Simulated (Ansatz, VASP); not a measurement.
One calculation of Os, two programs

```
CELL_PARAMETERS angstrom
2.55690 0.00000 0.00000
0.00000 2.55690 0.00000
0.00000 0.00000 2.55690
ATOMIC_POSITIONS crystal
Os 0.00000 0.00000 0.00000
```

Alike in both runs: functional PBE; k mesh 22 × 22 × 22; occupations gaussian, width 0.1 eV; no spin polarisation.

Ansatz relaxed the structure, and its values are those at the end. VASP's run is a single point on that final structure, the one shown.

|  | VASP | Ansatz |
| --- | --- | --- |
| version | VASP 6.6.1 | Ansatz 0.2.0 |
| potentials or method | VASP PAW PBE potentials, release 64 (Os), cutoff 520 eV | scalar-relativistic, plane waves, PAW |
| valence electrons in the cell | 8 | 16 |

|  | VASP | Ansatz | Ansatz less VASP |
| --- | --- | --- | --- |
| gap on the k mesh at the Fermi level (eV) | none | none | - |
| pressure (GPa) | -0.3 | 0.0 | +0.32 |

A gap of «none» marks a metal or a gap that the smearing closes. VASP's potentials hold 8 valence electrons a cell and Ansatz's 16, so a difference there can come from the potentials and not from the codes.

Spin-orbit coupling is off throughout.
